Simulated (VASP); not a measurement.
Wanted: the native input for a VASP 6.6.1 run.

```
Task                   : relaxation of cell and atoms
Functional             : PBEsol
Potentials or basis    : VASP PAW PBE potentials, release 64 (Cs_sv, H)
Cutoff                 : 600 eV
k mesh                 : 6 × 6 × 6
Occupations            : gaussian, width 0.02 eV
Spin                   : no spin polarisation
Target pressure        : 5 GPa
Dipole correction      : no
Further INCAR settings : ALGO = Normal; EDIFF = 1e-06; IBRION = 2; EDIFFG = -0.03; NSW = 50; ISIF = 3
```

The structure of CsH lies in POSCAR:

```
CsH
1.0
    0.0000000000      3.1050000000      3.1050000000
    3.1050000000      0.0000000000      3.1050000000
    3.1050000000      3.1050000000      0.0000000000
Cs H
1 1
Direct
    0.0000000000      0.0000000000      0.0000000000
    0.5000000000      0.5000000000      0.5000000000
```

The input as run:

INCAR

```
SYSTEM = CsH
ALGO = Normal ; EDIFF = 1E-6
EDIFFG = -0.03 ; ENCUT = 600
GGA = PS ; IBRION = 2
ISIF = 3 ; ISMEAR = 0
LASPH = .True. ; LCHARG = .False.
LREAL = .False. ; LWAVE = .False.
NELM = 100 ; NSW = 50
PREC = Accurate ; PSTRESS = 50.0
SIGMA = 0.02
```

KPOINTS

```
k-points
0
Gamma
  6 6 6
  0 0 0
```

Potentials or basis: VASP PAW PBE potentials, release 64 (Cs_sv, H).

The run is started by

```bash
$ cat potpaw_PBE.64/Cs_sv/POTCAR potpaw_PBE.64/H/POTCAR > POTCAR
$ mpirun -np 1 vasp_std > vasp.out
```

Results of the run:

* Relaxed volume: 22.99 Å³/atom
* Relaxed cell: a = 4.021 Å, b = 4.021 Å, c = 4.021 Å, α = 60.00°, β = 60.00°, γ = 60.00°
* Space group after relaxing (to 0.1 Å): Fm-3m (No. 225)
* Energy change on relaxing (the run minimises the enthalpy): +97.2 meV/atom
* Ionic steps: 4
* Pressure after relaxing: 5.1 GPa
* Band gap on the k mesh: 1.43 eV

Caveat: the cell is relaxed towards a set pressure, so the run minimises the enthalpy, not the energy; the volume moved by over 15 % at a fixed basis, so the end points are rough; the PAW data sets were made with another functional, which shifts forces and pressure a little; spin-orbit coupling is left out, which moves the levels of the heavy elements.

It took 54 s on 1 thread of Intel Xeon 8259CL, on a shared host, peak memory 0.21 GiB.
